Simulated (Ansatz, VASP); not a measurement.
**CuO: VASP beside Ansatz**

```
Cu O
1.0
     4.17442    0.00000    0.33057
     0.00000    4.15212    0.00000
     1.67472    2.07606    5.36688
Cu O
4 4
Direct
  0.25000 0.25000 0.00000
  0.00000 0.50000 0.50000
  0.75000 0.75000 0.00000
  0.50000 0.00000 0.50000
  0.37500 0.87496 0.25000
  0.12500 0.62504 0.75000
  0.87500 0.37496 0.25000
  0.62500 0.12504 0.75000
```

Alike in both runs: task single point; functional PBE; k mesh 4 × 4 × 4; occupations gaussian, width 0.05 eV; collinear spin; Hubbard terms Cu d U = 4.0 eV.

|  | VASP | Ansatz |
| --- | --- | --- |
| version | VASP 6.6.1 | Ansatz 0.2.0 |
| potentials or method | VASP PAW PBE potentials, release 64 (Cu, O), cutoff 520 eV | scalar-relativistic, plane waves, PAW |
| valence electrons in the cell | 68 | 100 |

Ansatz gave:

* pressure (GPa): -0.1
* net moment per atom (μB): 0.45
* size of the moment on the site where the two differ most (μB): 0.56

Which values does VASP return?

Pressure (GPa): -2.6; net moment per atom (μB): 0.50; size of the moment on the site where the two differ most (μB): 0.64.

Site moments also hang on the region over which each program counts them. The programs project onto different local orbitals, so the same U acts differently, and such runs can settle in different states. VASP's potentials hold 68 valence electrons a cell and Ansatz's 100, so a difference there can come from the potentials and not from the codes. Ansatz's warnings: filled band counts differ across k points.
